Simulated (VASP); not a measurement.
Runs of VASP 6.6.1 on LiW. The structure is that of space group P-6m2 (No. 187), or close to it. The cells are those of the table. The cell was generated, and may not be a known phase.

```tsv
task	cell	k mesh	gap on the mesh (eV)	pressure (GPa)
relaxation of cell and atoms	relaxed from a = 2.727, b = 2.727, c = 4.334 Å, angles 90.0, 90.0, 120.0°, 2 atoms	6 × 6 × 4	none	-0.1
single point	a = 2.702, b = 2.702, c = 4.986 Å, angles 90.0, 90.0, 120.0°, 2 atoms	6 × 6 × 4	none	0.3
single point	a = 2.699, b = 2.699, c = 4.992 Å, angles 90.0, 90.0, 120.0°, 2 atoms	24 × 24 × 12	none	0.2
single point	a = 2.727, b = 2.727, c = 4.334 Å, angles 90.0, 90.0, 120.0°, 2 atoms	6 × 6 × 4	none	(a)
```

Alike in all rows: level PBE; potentials or basis VASP PAW PBE potentials, release 64 (Li_sv, W_sv); no spin polarisation; cutoff (eV) 750; smearing gaussian 0.1 eV.

**Question.** Fill in the values left out.

**Answer.** (a) 9.4.

Caveats: some runs use coarse meshes; spin-orbit coupling is left out, which moves the levels of the heavy elements; a cell axis changed by over 15 % at a fixed basis, so the end point is rough (at least some runs).

A k mesh can miss the band edges, and the runs leave out spin-orbit coupling on W.

A gap of «none» marks levels without a gap at the run's occupations.
